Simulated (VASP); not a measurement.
# Pt (R-3m) in VASP: notebook

Pt is run at these levels: PBEsol; tasks: relaxation of cell and atoms.

Everything below comes from runs of VASP 6.6.1. Logs are shortened: lines on timing, memory, paths and dates and some standing lists are left out, and cuts for length are marked.

## Step 1: The cell of the first run

Symmetry: R-3m, No. 166, trigonal system. Conventional cell: a = 2.975 Å, b = 2.975 Å, c = 21.570 Å, α = 90.00°, β = 90.00°, γ = 120.00°. Within 3.9 Å of Pt (site symmetry -3m) lie 12 Pt at 2.95 to 2.98 Å. Pt (site symmetry 3m) has 12 Pt at 2.95 to 2.98 Å within 3.9 Å.

## Step 2: Relaxation of cell and atoms, PBEsol

INCAR reads:

```
  PREC = Accurate
  ENCUT = 600
  EDIFF = 1E-6
  ISMEAR = 0
  SIGMA = 0.1
  LREAL = False
  LASPH = True
  NELM = 80
  ALGO = Normal
  ISIF = 3
  LWAVE = False
  LCHARG = False
  GGA = PS
  IBRION = 2
  NSW = 90
  EDIFFG = -0.04
```

KPOINTS reads:

```
regular mesh
0
Gamma
  6 6 6
```

POSCAR reads:

```
Pt
1.0
    1.4876971135      0.8589223289      7.1899468003
   -1.4876971135      0.8589223289      7.1899468003
    0.0000000000     -1.7178446580      7.1899468003
Pt
3
Direct
    0.0000000000      0.0000000000      0.0000000000
    0.2222200000      0.2222200000      0.2222200000
    0.7777800000      0.7777800000      0.7777800000
```

Potentials or basis: VASP PAW PBE potentials, release 64 (Pt).

On the command line:

```bash
$ cat potpaw_PBE.64/Pt/POTCAR > POTCAR
$ mpirun -np 1 vasp_std > vasp.out
```

OUTCAR:

```text
PREC = Accurate
   ENCUT = 600
   EDIFF = 1E-6
   ISMEAR = 0
   LREAL = False
   LASPH = True
   NELM = 80
   ISIF = 3
   GGA = PS
   IBRION = 2
   NSW = 90
   EDIFFG = -0.04

 ion  position               nearest neighbor table
   1  0.000  0.000  0.000-   3 2.95   3 2.95   2 2.95   2 2.95   3 2.95   2 2.95
   2  0.222  0.222  0.222-   3 2.95   3 2.95   3 2.95   1 2.95   1 2.95   1 2.95
   3  0.778  0.778  0.778-   2 2.95   2 2.95   2 2.95   1 2.95   1 2.95   1 2.95

  LATTYP: Found a trigonal (rhomboedric) cell.
 ALAT       =     7.3923152841
 COS(alpha) =     0.9189975651

  Lattice vectors:

 A1 = (   1.4876971135,   0.8589223289,   7.1899468003)
 A2 = (  -1.4876971135,   0.8589223289,   7.1899468003)
 A3 = (   0.0000000000,  -1.7178446580,   7.1899468003)

Analysis of symmetry for initial positions (statically):
=====================================================================
 Subroutine PRICEL returns:
 Original cell was already a primitive cell.

 Routine SETGRP: Setting up the symmetry group for a
 trigonal (rhombohedral) supercell.

 Subroutine GETGRP returns: Found 12 space group operations
 (whereof 12 operations were pure point group operations)
 out of a pool of 12 trial point group operations.

The static configuration has the point symmetry D_3d.

Analysis of symmetry for dynamics (positions and initial velocities):
=====================================================================
 Subroutine PRICEL returns:
 Original cell was already a primitive cell.

 Routine SETGRP: Setting up the symmetry group for a
 trigonal (rhombohedral) supercell.

 Subroutine GETGRP returns: Found 12 space group operations
 (whereof 12 operations were pure point group operations)
 out of a pool of 12 trial point group operations.

The dynamic configuration has the point symmetry D_3d.

 Subroutine INISYM returns: Found 12 space group operations
 (whereof 12 operations are pure point group operations),
 and found     1 'primitive' translations

----------------------------------------------------------------------------------------

                                     Primitive cell

  volume of cell :      55.1246

  direct lattice vectors                    reciprocal lattice vectors
     1.487697113  0.858922329  7.189946800     0.336089917  0.194041604  0.046361029
    -1.487697113  0.858922329  7.189946800    -0.336089917  0.194041604  0.046361029
     0.000000000 -1.717844658  7.189946800     0.000000000 -0.388083209  0.046361029

  length of vectors
     7.392315284  7.392315284  7.392315284     0.390842579  0.390842579  0.390842579

  position of ions in fractional coordinates (direct lattice)
     0.000000000  0.000000000  0.000000000
     0.222220000  0.222220000  0.222220000
     0.777780000  0.777780000  0.777780000

  ion indices of the primitive-cell ions
   primitive index   ion index
                 1           1
                 2           2
                 3           3

----------------------------------------------------------------------------------------

 KPOINTS: regular mesh

Automatic generation of k-mesh.
 Grid dimensions read from file:
 generate k-points for:    6    6    6

 Generating k-lattice:

  Cartesian coordinates                     Fractional coordinates (reciprocal lattice)
     0.056014986  0.032340267  0.007726838     0.166666667  0.000000000  0.000000000
    -0.056014986  0.032340267  0.007726838     0.000000000  0.166666667  0.000000000
     0.000000000 -0.064680535  0.007726838     0.000000000  0.000000000  0.166666667

  Length of vectors
     0.065140430  0.065140430  0.065140430

  Shift w.r.t. Gamma in fractional coordinates (k-lattice)
     0.000000000  0.000000000  0.000000000

 Subroutine IBZKPT returns following result:
 ===========================================

 Found     32 irreducible k-points:

 Following reciprocal coordinates:
            Coordinates               Weight
  0.000000  0.000000  0.000000      1.000000
  0.166667 -0.000000  0.000000      6.000000
  0.333333 -0.000000 -0.000000      6.000000
  0.500000 -0.000000  0.000000      3.000000
  0.166667  0.166667  0.000000      6.000000
  0.333333  0.166667 -0.000000     12.000000
[... 16 lines left out ...]
  0.500000  0.500000  0.166667      6.000000
 -0.333333  0.500000  0.166667     12.000000
 [... further k-points ...]
   k-points           NKPTS =     32   k-points in BZ     NKDIM =     32   number of bands    NBANDS=     19
   number of dos      NEDOS =    301   number of ions     NIONS =      3
   total plane-waves  NPLWV = 216000
   dimension x,y,z NGX =    60 NGY =   60 NGZ =   60
   dimension x,y,z NGXF=   120 NGYF=  120 NGZF=  120
   ions per type =               3
   NGX,Y,Z   is equivalent  to a cutoff of  13.49, 13.49, 13.49 a.u.
   NGXF,Y,Z  is equivalent  to a cutoff of  26.99, 26.99, 26.99 a.u.
 SYSTEM =  unknown system
   PREC   = accura    normal or accurate (medium, high low for compatibility)
   ISTART =      0    job   : 0-new  1-cont  2-samecut
   ICHARG =      2    charge: 1-file 2-atom 10-const
   ISPIN  =      1    spin polarized calculation?
   LNONCOLLINEAR =      F non collinear calculations
   LSORBIT =      F    spin-orbit coupling
   LASPH  =      T    aspherical Exc in radial PAW
   ENCUT  =  600.0 eV  44.10 Ry    6.64 a.u.  14.76 14.76 14.76*2*pi/ulx,y,z
   NELM   =     80;   NELMIN=  2; NELMDL= -5     # of ELM steps
   EDIFF  = 0.1E-05   stopping-criterion for ELM
   LREAL  =      F    real-space projection
   EDIFFG = -.4E-01   stopping-criterion for IOM
   NSW    =     90    number of steps for IOM
   IBRION =      2    ionic relax: 0-MD 1-quasi-New 2-CG
   NFREE  =      1    steps in history (QN), initial steepest desc. (CG)
   ISIF   =      3    stress and relaxation
   ISYM   =      2    0-nonsym 1-usesym 2-fastsym
   POTIM  = 0.5000    time-step for ionic-motion
   TEBEG  =    0.0;   TEEND  =   0.0 temperature during run
   PSTRESS=    0.0 pullay stress
   NELECT =      30.0000    total number of electrons
   NUPDOWN=      -1.0000    fix difference up-down
   EMIN   =  10.00;   EMAX   =-10.00  energy-range for DOS
   EFERMI =   0.00;   METHOD = LEGACY
   ISMEAR =     0;   SIGMA  =   0.10  broadening in eV -4-tet -1-fermi 0-gaus
   EFERMI_NEDOS =   21; number of points for ismear=-14 and -15
   IALGO  =     38    algorithm
   IMIX   =      4    mixing-type and parameters
     AMIX     =   0.40;   BMIX     =  1.00
     AMIX_MAG =   1.60;   BMIX_MAG =  1.00
  volume/ion in A,a.u.               =      18.37       124.00
  Fermi-wavevector in a.u.,A,eV,Ry     =   1.336596  2.525800 24.306654  1.786489
  Thomas-Fermi vector in A             =   2.465210
   LORBIT       =      0    0 simple, 1 ext, 2 COOP (PROOUT), +10 PAW based schemes
   GGA     = PS    functional components
   LHFCALC =     F    Hartree Fock is set to
   AEXX    =    0.0000 exact exchange contribution
   IVDW    =     0    specifies the selected vdW correction
   LEPSILON=     F    determine dielectric tensor
   LRPA    =     F    only Hartree local field effects (RPA)
 conjugate gradient relaxation of ions
 non-spin polarized calculation
 Gauss-broadening in eV      SIGMA  =   0.10
  energy-cutoff  :      600.00
  volume of cell :       55.12
 maximum number of plane-waves:      1859
   NGX = 29   NGY = 29   NGZ = 29

--------------------------------------- Ionic step        1  -------------------------------------------

 number of electron      30.0000002 magnetization

 Free energy of the ion-electron system (eV)
  ---------------------------------------------------
  ext. energy  EPLUGINS =         0.00000000
  ---------------------------------------------------
  free energy    TOTEN  =       -19.59530401 eV

  energy without entropy =      -19.56484363  energy(sigma->0) =      -19.58007382

------------------------ aborting loop because EDIFF is reached ----------------------------------------

  FORCE on cell =-STRESS in cart. coord.  units (eV):
  Direction    XX          YY          ZZ          XY          YZ          ZX
  --------------------------------------------------------------------------------------
  -------------------------------------------------------------------------------------
  Total      -12.0580453    -12.0580453    -10.3473968      0.0000000      0.0000000      0.0000000
  in kB     -350.4629822   -350.4629822   -300.7435664      0.0000000      0.0000000      0.0000000
  external PRESSURE =    -333.8898436 kB  Pullay stress =       0.0000000 kB
[... 92 lines left out ...]
  FREE ENERGIE OF THE ION-ELECTRON SYSTEM (eV)
  ---------------------------------------------------
  free  energy   TOTEN  =       -20.4289040815 eV

  energy  without entropy=      -20.4042369535  energy(sigma->0) =      -20.41657052

 E-fermi :   9.9914     XC(G=0): -13.2765

 val. band max:        9.9904742564   @ k =   0.5000   0.5000  -0.0000
 cond. band min:       9.9930723655   @ k =  -0.3333  -0.3333   0.1667
 fundamental gap:      0.0025981091
 Fermi energy:         9.9913969492

 k-point     1 :       0.0000    0.0000    0.0000
  band No.  band energies     occupation
      1       0.3445      2.00000
      2       3.0256      2.00000
      3       3.0380      2.00000
      4       6.4803      2.00000
      5       6.4803      2.00000
      6       6.5771      2.00000
[... 505 lines left out ...]
      6       5.8738      2.00000
[... 11 lines left out ...]
     18      15.3853      0.00000
     19      16.9471      0.00000

 [... further k-points ...]

[... ionic steps 4 to 8 ...]

--------------------------------------- Ionic step        9  -------------------------------------------

 number of electron      30.0000000 magnetization

------------------------ aborting loop because EDIFF is reached ----------------------------------------
[... 69 lines left out ...]
--------------------------------------- Ionic step       11  -------------------------------------------

 number of electron      29.9999999 magnetization

 Free energy of the ion-electron system (eV)
  ---------------------------------------------------
  ext. energy  EPLUGINS =         0.00000000
  ---------------------------------------------------
  free energy    TOTEN  =       -20.97430799 eV

  energy without entropy =      -20.95491574  energy(sigma->0) =      -20.96461187

 E-fermi :  11.1440     XC(G=0): -13.6494

 val. band max:       11.1417508744   @ k =  -0.3333   0.5000   0.3333
 cond. band min:      11.1474485673   @ k =   0.3333   0.3333  -0.0000
 fundamental gap:      0.0056976929
 Fermi energy:        11.1439697649

 k-point     1 :       0.0000    0.0000    0.0000
  band No.  band energies     occupation
      1       0.8303      2.00000
      2       3.3885      2.00000
      3       3.3959      2.00000
      4       7.0094      2.00000
      5       7.3476      2.00000
      6       7.3476      2.00000
[... 505 lines left out ...]
      6       6.5209      2.00000
[... 11 lines left out ...]
     18      17.2863      0.00000
     19      18.2298      0.00000

 [... further k-points ...]

------------------------ aborting loop because EDIFF is reached ----------------------------------------

  FORCE on cell =-STRESS in cart. coord.  units (eV):
  Direction    XX          YY          ZZ          XY          YZ          ZX
  --------------------------------------------------------------------------------------
  -------------------------------------------------------------------------------------
  Total       -0.0168389     -0.0168389      0.0109942     -0.0000000     -0.0000000      0.0000000
  in kB       -0.5986722     -0.5986722      0.3908755     -0.0000000     -0.0000000      0.0000000
  external PRESSURE =      -0.2688230 kB  Pullay stress =       0.0000000 kB
[... 18 lines left out ...]
  FREE ENERGIE OF THE ION-ELECTRON SYSTEM (eV)
  ---------------------------------------------------
  free  energy   TOTEN  =       -20.9743079927 eV

  energy  without entropy=      -20.9549157408  energy(sigma->0) =      -20.96461187

 reached required accuracy - stopping structural energy minimisation
```

It took 19 min on 1 thread of Intel Xeon Platinum 8488C (Sapphire Rapids), shared host; peak memory 0.58 GiB.

What came out:

```
Free energy                           : -20.9743 eV
Relaxed volume                        : 15.02 Å³/atom
Relaxed cell                          : a = 7.145 Å, b = 7.145 Å, c = 7.145 Å, α = 22.05°, β = 22.05°, γ = 22.05°
Space group after relaxing (to 0.1 Å) : R-3m (No. 166)
Pressure after relaxing               : 0.0 GPa
Largest force after relaxing          : 0.026 eV/Å
Band gap on the k mesh                : zero (bands 15 and 16 overlap by 1.64 eV)
```

Forces in eV/Å, atoms in the order of the input:
```
Pt   0.000  0.000  0.000
Pt   0.000  0.000 -0.026
Pt   0.000  0.000  0.026
```

Stress tensor (GPa, compression positive):
```
-0.06  0.00  0.00
 0.00 -0.06  0.00
 0.00  0.00  0.04
```

Final structure:
```
Pt
1.0
     1.36632    0.78884    6.96854
    -1.36632    0.78884    6.96854
     0.00000   -1.57769    6.96854
Pt
3
Direct
  0.00000 0.00000 0.00000
  0.22274 0.22274 0.22274
  0.77726 0.77726 0.77726
```

Levels at points of the mesh, in eV from the Fermi level:
| k point | band 13 | band 14 | band 15 | band 16 | band 17 | band 18 | band 19 |
| --- | --- | --- | --- | --- | --- | --- | --- |
| (0.00, 0.00, 0.00) | -1.93 | -1.93 | -0.72 | -0.72 | -0.46 | -0.46 | 9.52 |
| (0.50, 0.00, 0.00) | 0.25 | 0.44 | 0.45 | 0.57 | 2.65 | 3.27 | 6.80 |
| (0.50, 0.50, 0.00) | 0.32 | 0.33 | 0.38 | 0.50 | 2.50 | 3.51 | 6.39 |
| (0.50, 0.50, 0.50) | -1.57 | -1.35 | -1.35 | -0.87 | -0.16 | -0.16 | 5.25 |

Caveat: the k points lie up to 0.45 Å⁻¹ apart in the final cell, too coarse for converged energies and pressures of a metal; the volume moved by over 15 % at a fixed basis, so the end points are rough; the PAW data sets were made with another functional, which shifts forces and pressure a little; spin-orbit coupling is left out, which moves the levels of the heavy elements.

## Step 3: Relaxation of cell and atoms, PBEsol

This run uses another cell than the first one, of 15.04 Å³/atom.

INCAR reads:

```
PREC = Accurate ; ENCUT = 600
EDIFF = 1E-7 ; ISMEAR = 0
SIGMA = 0.1 ; LREAL = F
LASPH = T ; NELM = 60
ALGO = Normal ; ISIF = 3
LWAVE = F ; LCHARG = F
GGA = PS ; IBRION = 2
NSW = 90 ; EDIFFG = -0.04
```

KPOINTS reads:

```
Automatic mesh
0
Gamma
  9 9 9
```

POSCAR reads:

```
Pt
1.0
    1.3668042170      0.7891247826      6.9728000494
   -1.3668042170      0.7891247826      6.9728000494
    0.0000000000     -1.5782495652      6.9728000494
Pt
3
Direct
    0.0000000000      0.0000000000      0.0000000000
    0.2226681829      0.2226681829      0.2226681829
    0.7773318171      0.7773318171      0.7773318171
```

Potentials or basis: VASP PAW PBE potentials, release 64 (Pt).

On the command line:

```bash
$ cat potpaw_PBE.64/Pt/POTCAR > POTCAR
$ mpirun -np 1 vasp_std > vasp.out
```

Run time: 12 min. Hardware: 1 thread of Intel Xeon Platinum 8488C (Sapphire Rapids), shared host; peak memory 0.58 GiB.

It converged, with:

- Free energy: -20.8041 eV
- Relaxed volume: 15.07 Å³/atom
- Relaxed cell: a = 7.156 Å, b = 7.156 Å, c = 7.156 Å, α = 22.04°, β = 22.04°, γ = 22.04°
- Space group after relaxing (to 0.1 Å): R-3m (No. 166)
- Energy gained by relaxing: 0.1 meV/atom
- Ionic steps: 3
- Pressure after relaxing: 0.0 GPa
- Largest force after relaxing: 0.010 eV/Å
- Band gap on the k mesh: zero (bands 15 and 16 overlap by 1.62 eV)

Forces in eV/Å, atoms in the order of the input:
```
Pt   0.000  0.000  0.000
Pt   0.000  0.000  0.010
Pt   0.000  0.000 -0.010
```

Stress tensor (GPa, compression positive):
```
-0.14  0.00  0.00
 0.00 -0.14  0.00
 0.00  0.00  0.18
```

Step by step:
```
step  energy change (eV)  largest force (eV/Å)  pressure (GPa)  volume (Å³)
   1              0.0000                0.0127            0.56        45.12
   2              0.0010                0.0040           -1.56        45.47
   3             -0.0002                0.0102           -0.03        45.22
```

Final structure:
```
CELL_PARAMETERS angstrom
1.36757 0.78957 6.97951
-1.36757 0.78957 6.97951
0.00000 -1.57913 6.97951
ATOMIC_POSITIONS crystal
Pt 0.00000 0.00000 0.00000
Pt 0.22268 0.22268 0.22268
Pt 0.77732 0.77732 0.77732
```

Levels at points of the mesh, in eV from the Fermi level:
```csv
k point,band 13,band 14,band 15,band 16,band 17,band 18,band 19
"(0.00, 0.00, 0.00)",-1.95,-1.95,-0.75,-0.75,-0.49,-0.49,9.45
```

Caveat: the PAW data sets were made with another functional, which shifts forces and pressure a little; spin-orbit coupling is left out, which moves the levels of the heavy elements.
